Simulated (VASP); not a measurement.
# GeSb2Te4 (R3m) in VASP: further runs

The runs below take GeSb2Te4 through single point, with PBE.

All numbers are computed with VASP 6.6.1; they aren't measurements. Logs are shortened: lines on timing, memory, paths and dates and some standing lists are left out, and cuts for length are marked.

### Step 1. The cell of the first run

Symmetry: R3m, No. 160, trigonal system. The conventional cell has a = 4.298 Å, b = 4.298 Å, c = 46.891 Å, α = 90.00°, β = 90.00°, γ = 120.00°. Ge (site symmetry 3m) has 3 Te at 2.85 Å within 3.8 Å. Within 4.0 Å of Sb (site symmetry 3m) lie 6 Te at 3.01 to 3.22 Å. Within 4.0 Å of Sb (site symmetry 3m) lie 6 Te at 3.03 to 3.17 Å. Te (site symmetry 3m) has 3 Ge at 2.85 Å and 3 Te at 3.92 Å within 4.0 Å. Within 4.0 Å of Te (site symmetry 3m) lie 3 Sb at 3.01 Å and 3 Te at 3.92 Å. Te (site symmetry 3m) has 6 Sb at 3.17 to 3.22 Å and 12 Te at 4.30 to 4.50 Å within 4.6 Å. Within 4.0 Å of Te (site symmetry 3m) lie 3 Sb at 3.03 Å.

### Step 2. Single point, PBE (the distance across one plane changed)

INCAR

```
SYSTEM = GeSb2Te4
PREC = Accurate
ENCUT = 520
EDIFF = 1E-6
ISMEAR = 0
SIGMA = 0.03
LREAL = .False.
LASPH = .True.
NELM = 100
ALGO = Normal
ISIF = 2
LWAVE = .False.
LCHARG = .False.
GGA = PE
ISYM = 0
NBANDS = 33
```

KPOINTS

```
regular mesh
0
Gamma
  9 9 3
  0 0 0
```

POSCAR

```
GeSb2Te4
1.0
   -4.2977010893      0.0000000000      0.0000000000
   -2.1488505447     -3.7219183212      0.0000000000
    2.1488505447      1.2406394404     15.6302728042
Ge Sb Te
1 2 4
Direct
    0.5417641382      0.5417641382      0.8336424146
    0.4103830951      0.4103830951      0.4394992852
    0.9912610448      0.9912610448      0.1821331343
    0.8450446733      0.8450446733      0.7434840200
    0.1135248368      0.1135248368      0.5489245104
    0.7000316278      0.7000316278      0.3084448835
    0.2873566141      0.2873566141      0.0704198423
```

Potentials or basis: VASP PAW PBE potentials, release 64 (Ge_d, Sb, Te).

Run with:

```sh
> cat potpaw_PBE.64/Ge_d/POTCAR potpaw_PBE.64/Sb/POTCAR potpaw_PBE.64/Te/POTCAR > POTCAR
> mpirun -np 1 vasp_std > vasp.out
```

OUTCAR:

```text
SYSTEM = GeSb2Te4
   PREC = Accurate
   ENCUT = 520
   EDIFF = 1E-6
   ISMEAR = 0
   LREAL = .False.
   LASPH = .True.
   NELM = 100
   ISIF = 2
   GGA = PE
   ISYM = 0

 ion  position               nearest neighbor table
   1  0.542  0.542  0.834-   4 2.85   4 2.85   4 2.85
   2  0.410  0.410  0.439-   5 3.01   5 3.01   5 3.01   6 3.22   6 3.22   6 3.22
   3  0.991  0.991  0.182-   7 3.03   7 3.03   7 3.03   6 3.17   6 3.17   6 3.17
   4  0.845  0.845  0.743-   1 2.85   1 2.85   1 2.85
   5  0.114  0.114  0.549-   2 3.01   2 3.01   2 3.01
   6  0.700  0.700  0.308-   3 3.17   3 3.17   3 3.17   2 3.22   2 3.22   2 3.22
   7  0.287  0.287  0.070-   3 3.03   3 3.03   3 3.03

IMPORTANT INFORMATION: All symmetrisations will be switched off!
NOSYMM: (Re-)initialisation of all symmetry stuff for point group C_1.

----------------------------------------------------------------------------------------

                                     Primitive cell

  volume of cell :     250.0170

  direct lattice vectors                    reciprocal lattice vectors
    -4.297701089  0.000000000  0.000000000    -0.232682539  0.134339326  0.021326137
    -2.148850545 -3.721918321  0.000000000     0.000000000 -0.268678653  0.021326137
     2.148850545  1.240639440 15.630272804     0.000000000  0.000000000  0.063978410

  length of vectors
     4.297701089  4.297701089 15.825996740     0.269523696  0.269523696  0.063978410

  position of ions in fractional coordinates (direct lattice)
     0.541764138  0.541764138  0.833642415
     0.410383095  0.410383095  0.439499285
     0.991261045  0.991261045  0.182133134
     0.845044673  0.845044673  0.743484020
     0.113524837  0.113524837  0.548924510
     0.700031628  0.700031628  0.308444884
     0.287356614  0.287356614  0.070419842

  ion indices of the primitive-cell ions
   primitive index   ion index
                 1           1
                 2           2
                 3           3
                 4           4
                 5           5
                 6           6
                 7           7

----------------------------------------------------------------------------------------

 KPOINTS: regular mesh

Automatic generation of k-mesh.
 Grid dimensions read from file:
 generate k-points for:    9    9    3

 Generating k-lattice:

  Cartesian coordinates                     Fractional coordinates (reciprocal lattice)
    -0.025853615  0.014926592  0.002369571     0.111111111  0.000000000 -0.000000000
     0.000000000 -0.029853184  0.002369571     0.000000000  0.111111111 -0.000000000
     0.000000000  0.000000000  0.021326137     0.000000000  0.000000000  0.333333333

  Length of vectors
     0.029947077  0.029947077  0.021326137

  Shift w.r.t. Gamma in fractional coordinates (k-lattice)
     0.000000000  0.000000000  0.000000000

 -----------------------------------------------------------------------------
|                                                                             |
|           W    W    AA    RRRRR   N    N  II  N    N   GGGG   !!!           |
|           W    W   A  A   R    R  NN   N  II  NN   N  G    G  !!!           |
|           W    W  A    A  R    R  N N  N  II  N N  N  G       !!!           |
|           W WW W  AAAAAA  RRRRR   N  N N  II  N  N N  G  GGG   !            |
|           WW  WW  A    A  R   R   N   NN  II  N   NN  G    G                |
|           W    W  A    A  R    R  N    N  II  N    N   GGGG   !!!           |
|                                                                             |
|     Your reciprocal lattice and k-lattice belong to different lattice       |
|     classes:                                                                |
|                                                                             |
|        The reciprocal lattice is rhombohedral (trigonal),                   |
|        whereas your k-lattice is base-centered monoclinic.                  |
|                                                                             |
|     Results are often still useful ...                                      |
|                                                                             |
 -----------------------------------------------------------------------------

 WARNING: IBZKPT: internal override: KBLOWUP is changed to .FALSE.
      ... skipping the blow-up phase ...

 Subroutine IBZKPT returns following result:
 ===========================================

 Found    122 irreducible k-points:

 Following reciprocal coordinates:
            Coordinates               Weight
  0.000000  0.000000  0.000000      1.000000
  0.111111 -0.000000  0.000000      2.000000
  0.222222 -0.000000  0.000000      2.000000
  0.333333 -0.000000 -0.000000      2.000000
  0.444444 -0.000000  0.000000      2.000000
  0.000000  0.111111 -0.000000      2.000000
[... 16 lines left out ...]
 -0.111111  0.222222 -0.000000      2.000000
  0.000000  0.333333 -0.000000      2.000000
 [... further k-points ...]
   k-points           NKPTS =    122   k-points in BZ     NKDIM =    122   number of bands    NBANDS=     33
   number of dos      NEDOS =    301   number of ions     NIONS =      7
   total plane-waves  NPLWV = 122880
   dimension x,y,z NGX =    32 NGY =   32 NGZ =  120
   dimension x,y,z NGXF=    64 NGYF=   64 NGZF=  240
   ions per type =               1   2   4
   NGX,Y,Z   is equivalent  to a cutoff of  12.38, 12.38, 12.61 a.u.
   NGXF,Y,Z  is equivalent  to a cutoff of  24.76, 24.76, 25.21 a.u.
 SYSTEM =  GeSb2Te4
   PREC   = accura    normal or accurate (medium, high low for compatibility)
   ISTART =      0    job   : 0-new  1-cont  2-samecut
   ICHARG =      2    charge: 1-file 2-atom 10-const
   ISPIN  =      1    spin polarized calculation?
   LNONCOLLINEAR =      F non collinear calculations
   LSORBIT =      F    spin-orbit coupling
   LASPH  =      T    aspherical Exc in radial PAW
   ENCUT  =  520.0 eV  38.22 Ry    6.18 a.u.   7.99  7.99 29.43*2*pi/ulx,y,z
   NELM   =    100;   NELMIN=  2; NELMDL= -5     # of ELM steps
   EDIFF  = 0.1E-05   stopping-criterion for ELM
   LREAL  =      F    real-space projection
   EDIFFG = 0.1E-04   stopping-criterion for IOM
   NSW    =      0    number of steps for IOM
   IBRION =     -1    ionic relax: 0-MD 1-quasi-New 2-CG
   NFREE  =      0    steps in history (QN), initial steepest desc. (CG)
   ISIF   =      2    stress and relaxation
   ISYM   =      0    0-nonsym 1-usesym 2-fastsym
   POTIM  = 0.5000    time-step for ionic-motion
   TEBEG  =    0.0;   TEEND  =   0.0 temperature during run
   PSTRESS=    0.0 pullay stress
   NELECT =      48.0000    total number of electrons
   NUPDOWN=      -1.0000    fix difference up-down
   EMIN   =  10.00;   EMAX   =-10.00  energy-range for DOS
   EFERMI =   0.00;   METHOD = LEGACY
   ISMEAR =     0;   SIGMA  =   0.03  broadening in eV -4-tet -1-fermi 0-gaus
   EFERMI_NEDOS =   21; number of points for ismear=-14 and -15
   IALGO  =     38    algorithm
   IMIX   =      4    mixing-type and parameters
     AMIX     =   0.40;   BMIX     =  1.00
     AMIX_MAG =   1.60;   BMIX_MAG =  1.00
  volume/ion in A,a.u.               =      35.72       241.03
  Fermi-wavevector in a.u.,A,eV,Ry     =   0.944420  1.784696 12.135444  0.891930
  Thomas-Fermi vector in A             =   2.072223
   LORBIT       =      0    0 simple, 1 ext, 2 COOP (PROOUT), +10 PAW based schemes
   GGA     = PE    functional components
   LHFCALC =     F    Hartree Fock is set to
   AEXX    =    0.0000 exact exchange contribution
   IVDW    =     0    specifies the selected vdW correction
   LEPSILON=     F    determine dielectric tensor
   LRPA    =     F    only Hartree local field effects (RPA)
 non-spin polarized calculation
 Gauss-broadening in eV      SIGMA  =   0.03
  energy-cutoff  :      520.00
  volume of cell :      250.02
 maximum number of plane-waves:      6758
   NGX = 15   NGY = 15   NGZ = 59

 number of electron      48.0000003 magnetization

 Free energy of the ion-electron system (eV)
  ---------------------------------------------------
  ext. energy  EPLUGINS =         0.00000000
  ---------------------------------------------------
  free energy    TOTEN  =       -25.89354910 eV

  energy without entropy =      -25.89354910  energy(sigma->0) =      -25.89354910

 E-fermi :   4.9786     XC(G=0):  -8.6233

 val. band max:        4.8229017472   @ k =   0.0000   0.0000   0.3333
 cond. band min:       5.2321937372   @ k =   0.0000   0.0000   0.0000
 fundamental gap:      0.4092919900
 Fermi energy:         4.9785783783

 k-point     1 :       0.0000    0.0000    0.0000
  band No.  band energies     occupation
      1     -20.0377      2.00000
      2     -20.0377      2.00000
      3     -20.0261      2.00000
      4     -20.0261      2.00000
      5     -20.0220      2.00000
      6      -8.0602      2.00000
[... 25 lines left out ...]
     32       6.8935      0.00000
     33       6.8935      0.00000

 k-point     2 :       0.1111   -0.0000    0.0000
  band No.  band energies     occupation
      1     -20.0378      2.00000
      2     -20.0374      2.00000
      3     -20.0263      2.00000
      4     -20.0262      2.00000
      5     -20.0218      2.00000
      6      -7.9517      2.00000
[... 25 lines left out ...]
     32       7.0807      0.00000
     33       7.2263      0.00000
[... 754 lines left out ...]
     32       7.8859      0.00000
     33       8.3382      0.00000

 k-point    24 :       0.0000    0.3333   -0.0000
  band No.  band energies     occupation
      1     -20.0387      2.00000
      2     -20.0361      2.00000
      3     -20.0270      2.00000
      4     -20.0262      2.00000
      5     -20.0209      2.00000
      6      -7.1392      2.00000
[... 25 lines left out ...]
     32       7.9584      0.00000
     33       8.1782      0.00000

 [... further k-points ...]

------------------------ aborting loop because EDIFF is reached ----------------------------------------

  FORCE on cell =-STRESS in cart. coord.  units (eV):
  Direction    XX          YY          ZZ          XY          YZ          ZX
  --------------------------------------------------------------------------------------
  -------------------------------------------------------------------------------------
  Total       -0.8987248     -0.8978389     -0.6260139     -0.0007655     -0.0000891     -0.0001533
  in kB       -5.7592737     -5.7535962     -4.0116679     -0.0049054     -0.0005708     -0.0009823
  external PRESSURE =      -5.1748460 kB  Pullay stress =       0.0000000 kB

 VOLUME and BASIS-vectors are now :
 -----------------------------------------------------------------------------
  energy-cutoff  :      520.00
  volume of cell :      250.02
      direct lattice vectors                 reciprocal lattice vectors
    -4.297701089  0.000000000  0.000000000    -0.232682539  0.134339326  0.021326137
    -2.148850545 -3.721918321  0.000000000     0.000000000 -0.268678653  0.021326137
     2.148850545  1.240639440 15.630272804     0.000000000  0.000000000  0.063978410

 POSITION                                       TOTAL-FORCE (eV/Angst)
 -----------------------------------------------------------------------------------
     -1.70114     -0.98215     13.03006         0.000515      0.000297      0.170171
     -1.70114     -0.98215      6.86949        -0.000126     -0.000073     -0.110410
     -5.99884     -3.46343      2.84679        -0.000057     -0.000034     -0.199673
     -3.84999     -2.22279     11.62086        -0.000067     -0.000039     -0.038207
      0.44771      0.25849      8.57984        -0.000089     -0.000051     -0.008749
     -3.84999     -2.22279      4.82108        -0.000093     -0.000053      0.099090
     -1.70114     -0.98215      1.10068        -0.000082     -0.000048      0.087779
 -----------------------------------------------------------------------------------
    total drift:                                0.000578      0.000334     -0.000123

  FREE ENERGIE OF THE ION-ELECTRON SYSTEM (eV)
  ---------------------------------------------------
  free  energy   TOTEN  =       -25.8935490963 eV

  energy  without entropy=      -25.8935490963  energy(sigma->0) =      -25.89354910
```

Run time: 17 min. Hardware: 1 thread of Oxide Virtual Turin-like, shared host; peak memory 0.99 GiB.

What came out:

- Free energy: -25.8935 eV
- Pressure: -0.5 GPa
- Largest force: 0.200 eV/Å
- Band gap on the k mesh: 0.41 eV (least direct gap 0.42 eV)

Forces in eV/Å, atoms in the order of the input:
```
Ge   0.001  0.000  0.170
Sb   0.000  0.000 -0.110
Sb   0.000  0.000 -0.200
Te   0.000  0.000 -0.038
Te   0.000  0.000 -0.009
Te   0.000  0.000  0.099
Te   0.000  0.000  0.088
```

Stress tensor (GPa, compression positive):
```
-0.58  0.00  0.00
 0.00 -0.58  0.00
 0.00  0.00 -0.40
```

Caveat: the cell differs from its parent crystal (the distance across one plane changed); semilocal functionals underestimate gaps, and a narrow one can read as zero; spin-orbit coupling is left out, which moves the levels of the heavy elements.

### Step 3. Single point, PBE (the distance across one plane changed)

INCAR

```
SYSTEM = GeSb2Te4
PREC = Accurate ; ENCUT = 520
EDIFF = 1E-6 ; ISMEAR = 0
SIGMA = 0.03 ; LREAL = .False.
LASPH = .True. ; NELM = 60
ALGO = Normal ; ISIF = 2
LWAVE = .False. ; LCHARG = .False.
GGA = PE ; NBANDS = 33
ISYM = 0
```

KPOINTS

```
Automatic mesh
0
Gamma
  9 9 3
  0 0 0
```

POSCAR

```
GeSb2Te4
1.0
   -4.2977010893      0.0000000000      0.0000000000
   -2.1488505447     -3.7219183212      0.0000000000
    2.1488505447      1.2406394404     14.6302728042
Ge Sb Te
1 2 4
Direct
    0.5607576873      0.5607576873      0.8906230619
    0.4203965626      0.4203965626      0.4695396878
    0.9954107312      0.9954107312      0.1945821936
    0.8619840708      0.8619840708      0.7943022125
    0.1260314277      0.1260314277      0.5864442831
    0.7070591770      0.7070591770      0.3295275310
    0.2889610463      0.2889610463      0.0752331389
```

Potentials or basis: VASP PAW PBE potentials, release 64 (Ge_d, Sb, Te).

Run with:

```sh
> cat potpaw_PBE.64/Ge_d/POTCAR potpaw_PBE.64/Sb/POTCAR potpaw_PBE.64/Te/POTCAR > POTCAR
> mpirun -np 1 vasp_std > vasp.out
```

It took 17 min on 1 thread of Oxide Virtual Turin-like, shared host; peak memory 0.92 GiB.

The run converged. Its results:

* Free energy: -26.0525 eV
* Pressure: -0.4 GPa
* Largest force: 0.173 eV/Å
* Band gap on the k mesh: 0.40 eV (least direct gap 0.43 eV)

Forces on the atoms (eV/Å):
```
Ge  -0.001  0.000  0.173
Sb   0.000  0.000 -0.053
Sb   0.000  0.000 -0.105
Te   0.000  0.000  0.034
Te   0.000  0.000 -0.007
Te   0.000  0.000  0.032
Te   0.000  0.000 -0.075
```

Stress tensor (GPa, compression positive):
```
-0.31  0.00  0.00
 0.00 -0.31  0.00
 0.00  0.00 -0.60
```

Levels at points of the mesh, in eV from the valence-band top:
| k point | band 22 | band 23 | band 24 | band 25 | band 26 | band 27 |
| --- | --- | --- | --- | --- | --- | --- |
| (0.00, 0.00, 0.00) | -1.17 | -1.01 | -0.09 | 0.41 | 0.60 | 0.60 |

Caveat: the cell differs from its parent crystal (the distance across one plane changed); semilocal functionals underestimate gaps, and a narrow one can read as zero; spin-orbit coupling is left out, which moves the levels of the heavy elements; this functional lacks dispersion, which binds layers or chains, so the pressure and a relaxed spacing across them are unreliable. A k mesh can miss the band edges.
